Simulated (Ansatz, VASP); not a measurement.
One calculation of Ni3Ge, two programs

The input INCAR:

```
PREC = Accurate ; ENCUT = 590
EDIFF = 1E-6 ; ISMEAR = 0
SIGMA = 0.1 ; LREAL = False
LASPH = True ; NELM = 120
ALGO = Normal ; ISIF = 2
LWAVE = False ; LCHARG = True
GGA = PS ; LELF = True
LVHAR = True ; NBANDS = 42
GGA_COMPAT = False
```

Contents of KPOINTS:

```
Automatic mesh
0
Gamma
  1 1 1
```

Contents of POSCAR:

```
Ni3Ge
1.0
    3.5303341067      0.0000000000      0.0000000000
    0.0000000000      3.5303341067      0.0000000000
    0.0000000000      0.0000000000      3.5303341067
Ni Ge
3 1
Direct
    0.5000000000      0.0000000000      0.5000000000
    0.0000000000      0.5000000000      0.5000000000
    0.5000000000      0.5000000000      0.0000000000
    0.0000000000      0.0000000000      0.0000000000
```

Input for Ansatz:

```yaml
crystal:
  lattice:
    - [3.5303341067, 0.0, 0.0]
    - [0.0, 3.5303341067, 0.0]
    - [0.0, 0.0, 3.5303341067]
  atoms:
    - { symbol: Ni, position: [0.5, 0.0, 0.5] }
    - { symbol: Ni, position: [0.0, 0.5, 0.5] }
    - { symbol: Ni, position: [0.5, 0.5, 0.0] }
    - { symbol: Ge, position: [0.0, 0.0, 0.0] }
basis:
  ecutwfc: 420
kpoints:
  mp_grid: { grid: [1, 1, 1] }
hamiltonian:
  xc: pbesol
scf:
  occupations: { method: gaussian, width: 0.1 }
output:
  forces: true
  stress: true
  eigenvalues: true
```

Alike in both runs: task single point; functional PBEsol; k mesh 1 × 1 × 1; occupations gaussian, width 0.1 eV; no spin polarisation.

```csv
,VASP,Ansatz
version,VASP 6.6.1,Ansatz 0.2.0
potentials or method,"VASP PAW PBE potentials, release 64 (Ni_sv_GW, Ge_d), cutoff 590 eV","scalar-relativistic, plane waves, PAW"
valence electrons in the cell,68,68
```

|  | VASP | Ansatz | Ansatz less VASP |
| --- | --- | --- | --- |
| pressure (GPa) | 18.0 | 23.7 | +5.75 |

VASP's potentials were made for PBE, not for PBEsol.

The k mesh is coarse, so the values compare programs but aren't converged.
